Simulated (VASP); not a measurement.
# Cu: single point with PBE

Crystal: Cu.

```
Cu
1.0
     2.98057    0.00000    0.00000
     0.00000    2.98057    0.00000
     0.00000    0.00000    2.78670
Cu
2
Direct
  0.00000 0.00000 0.00000
  0.50000 0.50000 0.50000
```

This cell differs from its parent crystal: equal strain along all axes, cell held: +1.0 %.

```json
{
  "Program": "VASP 6.6.1",
  "Task": "single point",
  "Functional": "PBE",
  "Potentials or basis": "VASP PAW PBE potentials, release 64 (Cu)",
  "Cutoff": "520 eV",
  "k mesh": "14 × 14 × 16",
  "Occupations": "gaussian, width 0.1 eV",
  "Spin": "no spin polarisation"
}
```

| Quantity | Value |
| --- | --- |
| Pressure | -2.8 GPa |
| Band gap on the k mesh | zero (band 11 reaches 13.05 eV, above the bottom of band 12 at 5.58 eV) |

Stress tensor (GPa, compression positive):
```
-2.90  0.00  0.00
 0.00 -2.90  0.00
 0.00  0.00 -2.66
```

Levels at points of the mesh, in eV from the Fermi level:
```
           k point  band 8  band 9  band 10  band 11  band 12  band 13  band 14  band 15
(0.00, 0.00, 0.00)   -1.92   -1.54    -1.54    -1.47     7.18     7.18     9.68    12.60
(0.50, 0.00, 0.00)   -2.55   -2.21    -2.21    -1.46    -1.46    13.13    13.13    15.30
(0.50, 0.50, 0.00)   -2.01   -1.39    -1.39    -0.80    -0.80     3.62     3.62    18.28
(0.00, 0.00, 0.50)   -2.79   -2.29    -2.29    -0.96    -0.96    13.83    13.83    13.83
(0.50, 0.00, 0.50)   -1.82   -1.36    -1.36    -0.31    -0.31     4.34     4.34    16.38
(0.50, 0.50, 0.50)   -1.97   -1.86    -1.86     6.01     6.01     6.46     6.46     6.46
```

It took 73 s on 1 thread of Intel(R) Xeon(R) Platinum 8488C (Sapphire Rapids), with other jobs on the host, peak memory 0.22 GiB.

Caveat: the cell differs from its parent crystal (equal strain along all axes, cell held: +1.0 %).
